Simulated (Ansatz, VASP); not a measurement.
**Zr: VASP beside Ansatz**

```
CELL_PARAMETERS angstrom
3.23200 0.00000 0.00000
-1.61600 2.79899 0.00000
0.00000 0.00000 5.14700
ATOMIC_POSITIONS crystal
Zr 0.66667 0.33333 0.75000
Zr 0.33333 0.66667 0.25000
```

Alike in both runs: functional RPBE; k mesh 9 × 9 × 5; occupations fermi-dirac, width 0.05 eV; no spin polarisation.

|  | VASP | Ansatz |
| --- | --- | --- |
| version | VASP 6.6.1 | Ansatz 0.2.0 |
| potentials or method | VASP PAW PBE potentials, release 64 (Zr_sv) | Ansatz PAW |
| plane-wave cutoff (eV) | 520 | 420 |
| valence electrons in the cell | 24 | 24 |
| task | single point | band structure |

```csv
,VASP,Ansatz,Ansatz less VASP
gap on the k mesh at the Fermi level (eV),none,none,-
pressure (GPa),2.7,2.7,+0.02
"traceless stress, the component that is largest in VASP (GPa)",0.58,0.58,+0.005
```

VASP's potentials were made for PBE, not for RPBE. A gap of «none» marks a metal or a gap that the smearing closes.
